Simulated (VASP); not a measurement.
Runs of VASP 6.6.1 on AlO2. The structure is that of space group P-6m2 (No. 187), or close to it. The cells are those of the table. 

```tsv
task	spin	cell	k mesh	cutoff (eV)	gap on the mesh (eV)	pressure (GPa)	moment (μB)	relaxed volume (Å³/atom)	largest force (eV/Å)
relaxation of cell and atoms	off	relaxed from a = 2.853, b = 2.853, c = 4.288 Å, angles 90.0, 90.0, 120.0°, 3 atoms	18 × 18 × 12	600	none	0.0	-	(b)	0.01
single point	off	a = 2.853, b = 2.853, c = 4.288 Å, angles 90.0, 90.0, 120.0°, 3 atoms	6 × 6 × 4	520	none	-0.1	-	-	0.02
single point	off	a = 2.803, b = 2.803, c = 5.594 Å, angles 90.0, 90.0, 120.0°, 3 atoms	6 × 6 × 4	520	none	(a)	-	-	25.22
single point	off	a = 2.853, b = 2.853, c = 4.217 Å, angles 90.0, 90.0, 120.0°, 3 atoms	18 × 18 × 12	520	none	-0.1	-	-	0.02
single point	collinear, ferromagnetic start	a = 2.803, b = 2.803, c = 5.594 Å, angles 90.0, 90.0, 120.0°, 3 atoms	6 × 6 × 4	520	none	99.7	0.33	-	25.09
single point	collinear, ferromagnetic start	a = 2.853, b = 2.853, c = 4.288 Å, angles 90.0, 90.0, 120.0°, 3 atoms	6 × 6 × 4	520	none	0.1	0.50	-	0.01
relaxation of cell and atoms	off	relaxed from a = 2.803, b = 2.803, c = 5.594 Å, angles 90.0, 90.0, 120.0°, 3 atoms	6 × 6 × 4	600	none	-0.1	-	10.05	0.03
```

Alike in all rows: level PBE; potentials or basis VASP PAW PBE potentials, release 64 (Al, O); smearing gaussian 0.1 eV.

Task: Estimate the missing entries.

Result: (a) 99.1; (b) 9.87.

Caveats: some runs use coarse meshes; an odd number of electrons without spin polarisation forces a metal (some runs); a magnetic or distorted state may lie lower (some runs); the standard files for N, O and F lose accuracy on very short bonds (some runs); forces of over 1 eV/Å act on the atoms, so gaps and moduli don't describe the material at rest (some runs); the volume moved by over 15 % at a fixed basis, so the end points are rough (some runs).

A gap of «none» marks levels without a gap at the run's occupations.
